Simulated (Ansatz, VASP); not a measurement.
BeS: VASP beside Ansatz

File INCAR:

```
PREC     = Accurate       # precision mode
ENCUT    = 520            # plane-wave cutoff, eV
EDIFF    = 1E-6           # SCF threshold, eV
ISMEAR   = -1             # smearing method
SIGMA    = 0.05           # smearing width, eV
LREAL    = F              # projectors in reciprocal space
LASPH    = T              # aspherical terms in the spheres
NELM     = 80             # most SCF steps
ALGO     = Normal         # electronic algorithm
ISIF     = 2              # what is computed and relaxed
LWAVE    = F              # write WAVECAR
LCHARG   = F              # write CHGCAR
GGA      = PE             # functional
NBANDS   = 11             # bands
```

Contents of KPOINTS:

```
Automatic mesh
0
Gamma
  9 9 9
```

Contents of POSCAR:

```
BeS
1.0
    0.0000000000      2.3922257121      2.3922257121
    2.3922257121      0.0000000000      2.3922257121
    2.3922257121      2.3922257121      0.0000000000
S Be
1 1
Direct
    0.7500000000      0.7500000000      0.7500000000
    0.0000000000      0.0000000000      0.0000000000
```

Contents of input.yaml:

```yaml
crystal:
  lattice:
    - [0.0, 2.3922257121, 2.3922257121]
    - [2.3922257121, 0.0, 2.3922257121]
    - [2.3922257121, 2.3922257121, 0.0]
  atoms:
    - { symbol: S, position: [0.75, 0.75, 0.75] }
    - { symbol: Be, position: [0.0, 0.0, 0.0] }
kpoints:
  mp_grid: { grid: [9, 9, 9] }
scf:
  occupations: { method: fermi_dirac, width: 0.05 }
hamiltonian:
  xc: pbe
  pseudopotentials: { kind: all_electron, lapw: { basis_error: 0.0005 } }
output:
  forces: true
  stress: true
  eigenvalues: true
```

Change from the starting cell: volume scaled by 0.96.

Alike in both runs: task single point; functional PBE; k mesh 9 × 9 × 9; occupations fermi-dirac, width 0.05 eV; no spin polarisation.

|  | VASP | Ansatz |
| --- | --- | --- |
| version | VASP 6.6.1 | Ansatz 0.2.0 |
| potentials or method | VASP PAW PBE potentials, release 64 (S, Be), cutoff 520 eV | all-electron LAPW, scalar-relativistic |

Ansatz gave:

| Quantity | Value |
| --- | --- |
| gap on the k mesh at the Fermi level (eV) | 3.11 |
| least direct gap on the mesh (eV) | 5.63 |
| pressure (GPa) | 5.9 |

Q: Estimate VASP's values.

A: gap on the k mesh at the Fermi level (eV): 3.11; least direct gap on the mesh (eV): 5.65; pressure (GPa): 5.9.

Ansatz ran all-electron here, and VASP with PAW potentials.
